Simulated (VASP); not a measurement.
Input of a VASP 6.6.1 run:

File INCAR:

```
SYSTEM = I
PREC = Accurate ; ENCUT = 600
EDIFF = 1E-7 ; ISMEAR = -1
SIGMA = 0.02 ; LREAL = .FALSE.
LASPH = .TRUE. ; NELM = 60
ALGO = Normal ; ISIF = 3
LWAVE = .FALSE. ; LCHARG = .FALSE.
GGA = PE ; IBRION = 2
NSW = 50 ; EDIFFG = -0.03
```

Contents of KPOINTS:

```
regular mesh
0
G
  5 5 5
  0 0 0
```

File POSCAR:

```
I
1.0
    0.0000000000      3.4950000000      3.4950000000
    3.4950000000      0.0000000000      3.4950000000
    3.4950000000      3.4950000000      0.0000000000
I
2
Direct
    0.0000000000      0.0000000000      0.0000000000
    0.2500000000      0.2500000000      0.2500000000
```

Potentials or basis: VASP PAW PBE potentials, release 64 (I).

Run with:

```bash
$ cat potpaw_PBE.64/I/POTCAR > POTCAR
$ mpirun -np 1 vasp_std > vasp.out
```

**Question.** Predict the space group after relaxing (to 0.1 Å).

**Answer.** Fd-3m (No. 227).

**Question.** What does it give for the relaxed cell?

**Answer.** a = 5.548 Å, b = 5.548 Å, c = 5.548 Å, α = 60.00°, β = 60.00°, γ = 60.00°.

The path:
```csv
step,energy change (eV),largest force (eV/Å),pressure (GPa),volume (Å³)
1,0.0000,0.0000,8.84,85.38
2,-0.6963,0.0000,0.22,117.91
3,-0.6976,0.0000,-0.07,120.75
```

Caveat: the volume moved by over 15 % at a fixed basis, so the end points are rough.
